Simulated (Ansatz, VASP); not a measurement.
# One calculation of LiGeN, two programs

File INCAR:

```
PREC = Accurate
ENCUT = 520
EDIFF = 1E-6
ISMEAR = 0
SIGMA = 0.01
LREAL = False
LASPH = True
NELM = 100
ALGO = Normal
ISIF = 2
LWAVE = False
LCHARG = False
GGA = PE
NBANDS = 31
```

Contents of KPOINTS:

```
Automatic mesh
0
Gamma
  9 9 2
```

The input POSCAR:

```
LiGeN
1.0
    3.0452275747      0.0000000000      0.0000000000
   -1.5226137873      2.6372444400      0.0000000000
    0.0000000000      0.0000000000      9.5232990854
Li Ge N
2 2 2
Direct
    0.6666666667      0.3333333333      0.7416379770
    0.3333333333      0.6666666667      0.2416379770
    0.0000000000      0.0000000000      0.4985953034
    0.0000000000      0.0000000000      0.9985953034
    0.3333333333      0.6666666667      0.6044047196
    0.6666666667      0.3333333333      0.1044047196
```

Input for Ansatz:

```yaml
crystal:
  lattice:
    - [3.0452275747, 0.0, 0.0]
    - [-1.5226137873, 2.63724444, 0.0]
    - [0.0, 0.0, 9.5232990854]
  atoms:
    - { symbol: Li, position: [0.6666666667, 0.3333333333, 0.741637977] }
    - { symbol: Li, position: [0.3333333333, 0.6666666667, 0.241637977] }
    - { symbol: Ge, position: [0.0, 0.0, 0.4985953034] }
    - { symbol: Ge, position: [0.0, 0.0, 0.9985953034] }
    - { symbol: "N", position: [0.3333333333, 0.6666666667, 0.6044047196] }
    - { symbol: "N", position: [0.6666666667, 0.3333333333, 0.1044047196] }
kpoints:
  mp_grid: { grid: [9, 9, 2] }
hamiltonian:
  xc: pbe
scf:
  occupations: { method: fixed }
  n_extra_bands: 5
output:
  forces: true
  stress: true
  eigenvalues: true
```

Alike in both runs: task single point; functional PBE; k mesh 9 × 9 × 2; no spin polarisation.

|  | VASP | Ansatz |
| --- | --- | --- |
| version | VASP 6.6.1 | Ansatz 0.2.0 |
| potentials or method | VASP PAW PBE potentials, release 64 (Li_sv, Ge_d, N) | plane waves, PAW |
| plane-wave cutoff (eV) | 520 | 420 |
| occupations | gaussian, width 0.01 eV | fixed |
| valence electrons in the cell | 44 | 44 |

```csv
,VASP,Ansatz,Ansatz less VASP
gap on the k mesh at the Fermi level (eV),1.56,1.56,-0.001
rms of the force components (eV/Å),0.092,0.101,+0.0091
```

Atom by atom the forces differ by 0.009 eV/Å (rms over components).

Noted on VASP's run: the cutoff is under 1.25 times that of the potentials, so the pressure is a little rough.
